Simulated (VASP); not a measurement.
Runs of VASP 6.6.1 on KBr. The structure is that of space group Fm-3m (No. 225), or close to it. The cells are those of the table. 

| task | level | cell | k mesh | cutoff (eV) | smearing | grid for exact exchange (PRECFOCK) | gap on the mesh (eV) | pressure (GPa) | relaxed volume (Å³/atom) |
| --- | --- | --- | --- | --- | --- | --- | --- | --- | --- |
| dielectric tensor | r2SCAN | a = 4.670 Å, angles 60.0°, 2 atoms | 6 × 6 × 6 | 520 | gaussian 0.01 eV | - | 5.07 | - | - |
| relaxation of cell and atoms | r2SCAN | relaxed from a = 4.738 Å, angles 60.0°, 2 atoms | 6 × 6 × 6 | 600 | fermi-dirac 0.02 eV | - | 5.07 | 0.0 | 36.08 |
| single point | PBE | a = 4.738 Å, angles 60.0°, 2 atoms | 6 × 6 × 6 | 520 | fermi-dirac 0.02 eV | - | (a) | (b) | - |
| single point | PBE0 | a = 4.670 Å, angles 60.0°, 2 atoms | 4 × 4 × 4 | 520 | gaussian 0.01 eV | Normal | 6.32 | 0.4 | - |
| single point | r2SCAN | a = 4.670 Å, angles 60.0°, 2 atoms | 6 × 6 × 6 | 520 | fermi-dirac 0.02 eV | - | 5.07 | 0.0 | - |
| relaxation of cell and atoms | PBE | relaxed from a = 4.667 Å, angles 60.0°, 2 atoms | 6 × 6 × 6 | 600 | fermi-dirac 0.02 eV | - | 4.30 | 0.0 | 37.79 |

Alike in all rows: potentials or basis VASP PAW PBE potentials, release 64 (K_sv, Br); no spin polarisation.

Q: Fill in the values left out.

A: (a) 4.31; (b) 0.1.

Caveats: the PAW data sets were made with another functional, which shifts forces and pressure a little (some runs).

A k mesh can miss the band edges, and the runs leave out spin-orbit coupling on Br.
